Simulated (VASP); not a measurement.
Write the native input for VASP 6.6.1 that does the following.

| Property | Result |
| --- | --- |
| Task | relaxation of cell and atoms |
| Functional | PBE |
| Potentials or basis | VASP PAW PBE potentials, release 64 (Al, In_d, Sb) |
| Cutoff | 600 eV |
| k mesh | 4 × 4 × 1 |
| Occupations | gaussian, width 0.1 eV |
| Spin | no spin polarisation |
| Dipole correction | no |
| Further INCAR settings | ALGO = Normal; EDIFF = 1e-07; IBRION = 2; EDIFFG = -0.025; NSW = 80; ISIF = 3 |

The structure of Al5InSb6 lies in POSCAR:

```
Al5InSb6
1.0
    4.4348748512      0.0143326012     -0.0265593222
    0.0143326012      4.4640476070     -0.0295364350
   -0.1125423555     -0.1251575599     18.8678411266
Al In Sb
5 1 6
Direct
    0.0001196373      0.0028474406      0.8323145519
    0.4962356458      0.5076006426      0.6623424498
   -0.0030527221      0.0098003630      0.4955742511
    0.5010339849      0.5082612059      0.3373083527
   -0.0049986394     -0.0129049707      0.1736844729
    0.4991351820      0.5140396627     -0.0027163160
    0.4967809784     -0.0194066342      0.7395039722
   -0.0023634114      0.4885000399      0.5821985092
    0.5196308626     -0.0076129202      0.4167221075
   -0.0111034317      0.4980453386      0.2589863189
    0.5172878619     -0.0033101592      0.0949256083
   -0.0087059482      0.5141399909      0.9091557215
```

One way to write it, as run:

INCAR

```
PREC     = Accurate       # precision mode
ENCUT    = 600            # plane-wave cutoff, eV
EDIFF    = 1E-7           # SCF threshold, eV
ISMEAR   = 0              # smearing method
SIGMA    = 0.1            # smearing width, eV
LREAL    = F              # projectors in reciprocal space
LASPH    = T              # aspherical terms in the spheres
NELM     = 60             # most SCF steps
ALGO     = Normal         # electronic algorithm
ISIF     = 3              # what is computed and relaxed
LWAVE    = F              # write WAVECAR
LCHARG   = F              # write CHGCAR
GGA      = PE             # functional
IBRION   = 2              # ionic algorithm
NSW      = 80             # ionic steps
EDIFFG   = -0.025         # ionic threshold
```

KPOINTS

```
Automatic mesh
0
Gamma
  4 4 1
```

Potentials or basis: VASP PAW PBE potentials, release 64 (Al, In_d, Sb).

Command:

```console
$ cat potpaw_PBE.64/Al/POTCAR potpaw_PBE.64/In_d/POTCAR potpaw_PBE.64/Sb/POTCAR > POTCAR
$ mpirun -np 1 vasp_std > vasp.out
```

Results of the run:

```json
{"Relaxed volume": "31.22 Å³/atom", "Relaxed cell": "a = 4.478 Å, b = 4.478 Å, c = 18.686 Å, α = 90.01°, β = 90.02°, γ = 89.99°", "Space group after relaxing (to 0.05 Å)": "P-4m2 (No. 115)", "Energy gained by relaxing": "42.7 meV/atom", "Ionic steps": "18", "Pressure after relaxing": "0.0 GPa", "Largest force after relaxing": "0.025 eV/Å", "Band gap on the k mesh": "0.88 eV, direct"}
```

Caveat: spin-orbit coupling is left out, which moves the levels of the heavy elements.

Run time: 39 min on 1 thread of Intel(R) Xeon(R) Platinum 8259CL CPU @ 2.50GHz (Skylake/Cascade Lake) (shared host), peak memory 0.62 GiB.
